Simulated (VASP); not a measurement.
Wanted: the native input for a VASP 6.6.1 run.

```
Task                   : relaxation of cell and atoms
Functional             : PBE
Potentials or basis    : VASP PAW PBE potentials, release 64 (K_sv)
Cutoff                 : 600 eV
k mesh                 : 12 × 12 × 12
Occupations            : fermi-dirac, width 0.05 eV
Spin                   : no spin polarisation
Target pressure        : 2.5 GPa
Dipole correction      : no
Further INCAR settings : ALGO = Normal; EDIFF = 1e-06; IBRION = 2; EDIFFG = -0.005; NSW = 60; ISIF = 3
```

The structure of K lies in POSCAR:

```
K
1.0
   -2.3455839808      2.3455839808      2.3455839808
    2.3455839808     -2.3455839808      2.3455839808
    2.3455839808      2.3455839808     -2.3455839808
K
1
Direct
    0.0000000000      0.0000000000      0.0000000000
```

These files were run (other wordings do the same):

INCAR

```
SYSTEM = K
  PREC = Accurate
  ENCUT = 600
  EDIFF = 1E-6
  ISMEAR = -1
  SIGMA = 0.05
  LREAL = .FALSE.
  LASPH = .TRUE.
  NELM = 60
  ALGO = Normal
  ISIF = 3
  LWAVE = .FALSE.
  LCHARG = .FALSE.
  GGA = PE
  IBRION = 2
  NSW = 60
  EDIFFG = -0.005
  PSTRESS = 25.0
```

KPOINTS

```
regular mesh
0
G
  12 12 12
  0 0 0
```

Potentials or basis: VASP PAW PBE potentials, release 64 (K_sv).

Command:

```console
$ cat potpaw_PBE.64/K_sv/POTCAR > POTCAR
$ mpirun -np 1 vasp_std > vasp.out
```

Results of the run:

```json
{
 "Pressure after relaxing": "2.5 GPa"
}
```

Caveat: the relaxation stopped at its first step, so nothing moved; the cell is relaxed towards a set pressure, so the enthalpy falls and the energy may rise.

Run time: 16 s on 1 thread of Intel Xeon 6975P-C, with other jobs on the host, peak memory 0.19 GiB.
